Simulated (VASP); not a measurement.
# H7Rh2: single point with PBE

The system is H7Rh2.

```
H Rh
1.0
     3.67142    0.00000    0.00000
    -1.83571    3.17954    0.00000
     0.00000    0.00000    6.84292
H Rh
7 2
Cartesian
  2.3644 0.0000 3.4215
  -1.1822 2.0476 3.4215
  0.6535 1.1319 3.4215
  1.3070 0.0000 3.4215
  -0.6535 1.1319 3.4215
  1.1822 2.0476 3.4215
  0.0000 0.0000 0.0000
  0.0000 0.0000 2.3226
  0.0000 0.0000 4.5203
```

```json
{
  "Program": "VASP 6.6.1",
  "Task": "single point",
  "Functional": "PBE",
  "Potentials or basis": "VASP PAW PBE potentials, release 64 (H, Rh_pv)",
  "Cutoff": "520 eV",
  "k mesh": "6 × 6 × 4",
  "Occupations": "gaussian, width 0.1 eV",
  "Spin": "no spin polarisation"
}
```

* Pressure: 26.5 GPa
* Largest force: 14.357 eV/Å

Forces on the atoms (eV/Å):
```
H    -0.166   0.000   0.000
H     0.083  -0.144   0.000
H     0.083   0.144   0.000
H     0.166   0.000   0.000
H    -0.083   0.144   0.000
H    -0.083  -0.144   0.000
H     0.000   0.000   0.000
Rh    0.000   0.000 -14.357
Rh    0.000   0.000  14.357
```

Stress tensor (GPa, compression positive):
```
17.87  0.00  0.00
 0.00 17.87  0.00
 0.00  0.00 43.69
```

Levels at points of the mesh, in eV from the Fermi level:
```
           k point  band 15  band 16  band 17  band 18  band 19  band 20  band 21  band 22
(0.00, 0.00, 0.00)    -2.09    -1.97    -0.52    -0.52     1.51     2.30     2.30     4.74
(0.50, 0.00, 0.00)    -1.34    -0.92    -0.59    -0.30    -0.17    -0.15     2.90     3.34
(0.00, 0.00, 0.50)    -2.09    -2.09    -0.54    -0.54     2.00     2.30     2.30     4.82
(0.50, 0.00, 0.50)    -1.47    -1.34    -1.04    -0.63    -0.13     0.37     2.56     3.20
```

Run time: 68 s on 1 thread of Intel(R) Xeon(R) Platinum 8259CL CPU @ 2.50GHz (Skylake/Cascade Lake) (shared host), peak memory 0.2 GiB.

Caveat: forces of over 1 eV/Å act on the atoms, so gaps and moduli don't describe the material at rest.
